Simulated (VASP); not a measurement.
Be:

```xyz
2
Lattice="2.2295 0.0000 0.0000 -1.1148 1.9308 0.0000 0.0000 0.0000 3.5083" Properties=species:S:1:pos:R:3 pbc="T T T"
Be    0.0000    1.2872    0.8771
Be    1.1148    0.6436    2.6312
```

Base run:

| Property | Result |
| --- | --- |
| Program | VASP 6.6.1 |
| Functional | LDA |
| Potentials or basis | VASP PAW LDA potentials, release 64 (Be) |
| Cutoff | 520 eV |
| k mesh | 13 × 13 × 7 |
| Occupations | fermi-dirac, width 0.1 eV |
| Spin | no spin polarisation |

Its results: band gap on the k mesh zero (band 2 reaches 8.23 eV, above the bottom of band 3 at 6.59 eV); pressure 0.5 GPa.

Q: The run is repeated on the same cell with these changes: k mesh from 13 × 13 × 7 to 6 × 6 × 3. What comes out?

A: Band gap on the k mesh zero (band 2 reaches 6.80 eV, above the bottom of band 3 at 5.99 eV); pressure 1.0 GPa.

Caveats: some runs use coarse meshes.
